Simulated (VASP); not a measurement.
Crystal: H2Se.

```xyz
3
Lattice="3.5536 0.0000 0.0000 -1.7768 3.0775 0.0000 0.0000 0.0000 2.5408" Properties=species:S:1:pos:R:3 pbc="T T T"
H     0.0000    2.0516    1.2704
H     1.7768    1.0258    1.2704
Se    0.0000    0.0000    0.0000
```

```yaml
Program: VASP 6.6.1
Task: relaxation of cell and atoms
Functional: PBE
Potentials_or_basis: VASP PAW PBE potentials, release 64 (H, Se)
Cutoff: 600 eV
k_mesh: 18 × 18 × 18
Occupations: gaussian, width 0.1 eV
Spin: no spin polarisation
```

At the start: pressure 0.4 GPa; volume 9.26 Å³/atom.

**Question.** How do energy, volume and symmetry change on relaxing?

**Answer.** Over 9 steps the energy falls by 50.7 meV/atom and the volume is 8.80 Å³/atom (-5.0 %); space group P6/mmm (No. 191, to 0.05 Å).

Step by step:
| step | energy change (eV) | largest force (eV/Å) | pressure (GPa) | volume (Å³) |
| --- | --- | --- | --- | --- |
| 1 | 0.0000 | 0.0000 | 0.43 | 27.79 |
| 2 | -0.0591 | 0.0000 | -1.05 | 27.87 |
| 3 | -0.1119 | 0.0000 | -2.75 | 27.93 |
| 4 | -0.1266 | 0.0000 | -4.30 | 27.83 |
| 5 | -0.1324 | 0.0000 | -3.95 | 27.89 |
| 6 | -0.1314 | 0.0000 | -3.50 | 27.93 |
| 7 | -0.1339 | 0.0000 | -3.67 | 27.92 |
| 8 | -0.1517 | 0.0000 | -0.50 | 26.58 |
| 9 | -0.1520 | 0.0000 | -0.01 | 26.40 |

Final structure:
```
H Se
1.0
     3.27399    0.00000    0.00000
    -1.63699    2.83536    0.00000
     0.00000    0.00000    2.84375
H Se
2 1
Direct
  0.33333 0.66667 0.50000
  0.66667 0.33333 0.50000
  0.00000 0.00000 0.00000
```
